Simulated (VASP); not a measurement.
Write the native input for VASP 6.6.1 that does the following.

| Quantity | Value |
| --- | --- |
| Task | single point |
| Functional | PBE |
| Potentials or basis | VASP PAW PBE potentials, release 64 (Ce, O) |
| Cutoff | 600 eV |
| k mesh | 2 × 2 × 2 |
| Occupations | gaussian, width 0.01 eV |
| Spin | no spin polarisation |
| Dipole correction | no |
| Further INCAR settings | ALGO = Normal; EDIFF = 1e-06; NBANDS = 19 |

The structure of CeO2 lies in POSCAR:

```
CeO2
1.0
    0.0000000000      2.6615208400      2.6615208400
    2.6615208400      0.0000000000      2.6615208400
    2.6615208400      2.6615208400      0.0000000000
Ce O
1 2
Direct
    0.0000000000      0.0000000000      0.0000000000
    0.2500000000      0.2500000000      0.2500000000
    0.7500000000      0.7500000000      0.7500000000
```

One way to write it, as run:

INCAR

```
PREC = Accurate
ENCUT = 600
EDIFF = 1E-6
ISMEAR = 0
SIGMA = 0.01
LREAL = F
LASPH = T
NELM = 200
ALGO = Normal
ISIF = 2
LWAVE = F
LCHARG = F
GGA = PE
NBANDS = 19
GGA_COMPAT = F
LMAXMIX = 6
```

KPOINTS

```
Automatic mesh
0
Gamma
  2 2 2
```

Potentials or basis: VASP PAW PBE potentials, release 64 (Ce, O).

Command:

```bash
$ cat potpaw_PBE.64/Ce/POTCAR potpaw_PBE.64/O/POTCAR > POTCAR
$ mpirun -np 1 vasp_std > vasp.out
```

Results of the run:

```json
{
  "Pressure": "20.0 GPa",
  "Band gap on the k mesh": "2.91 eV (least direct gap 2.96 eV)"
}
```

Caveat: the k points lie up to 1.02 Å⁻¹ apart; an empty level that is flat over the whole mesh can mark a ghost state of the potentials, or a narrow d or f band; spin-orbit coupling is left out, which moves the levels of the heavy elements.

Run time: 22 s on 1 thread of Intel Xeon 8259CL, with other jobs on the host, peak memory 0.17 GiB.
